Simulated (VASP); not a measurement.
The system is WF2.

```
W F
1.0
     5.89266    0.00000    0.00000
     0.00000    5.89266    0.00000
     0.00000    0.00000    2.45320
W F
2 4
Direct
  0.00000 0.00000 0.00000
  0.50000 0.50000 0.50000
  0.24578 0.24578 0.00000
  0.75422 0.75422 0.00000
  0.74578 0.25422 0.50000
  0.25422 0.74578 0.50000
```

* Program: VASP 6.6.1
* Task: relaxation of cell and atoms
* Functional: PBE
* Potentials or basis: VASP PAW PBE potentials, release 64 (W_sv, F)
* Cutoff: 600 eV
* k mesh: 6 × 6 × 14
* Occupations: gaussian, width 0.1 eV
* Spin: no spin polarisation

At the start: pressure 1.6 GPa; volume 14.20 Å³/atom.

Question: How do energy, volume and symmetry change on relaxing?

Answer: Over 7 steps the energy falls by 2.6 meV/atom and the volume is 14.29 Å³/atom (+0.6 %); space group P4_2/mnm (No. 136, to 0.1 Å) before and after.

Step by step:
```
step  energy change (eV)  largest force (eV/Å)  pressure (GPa)  volume (Å³)
   1              0.0000                0.1286            1.59        85.18
   2             -0.0094                0.0272           -1.41        86.92
   3             -0.0134                0.0603           -0.39        86.29
   4             -0.0147                0.0684            0.00        85.96
   5             -0.0148                0.0727            0.19        85.80
   6             -0.0157                0.0252            0.02        85.76
   7             -0.0158                0.0004           -0.03        85.73
```

Final structure:
```
CELL_PARAMETERS angstrom
5.87674 0.00000 0.00000
0.00000 5.87674 0.00000
0.00000 0.00000 2.48247
ATOMIC_POSITIONS crystal
W 0.00000 0.00000 0.00000
W 0.50000 0.50000 0.50000
F 0.24762 0.24762 0.00000
F 0.75238 0.75238 0.00000
F 0.74762 0.25238 0.50000
F 0.25238 0.74762 0.50000
```
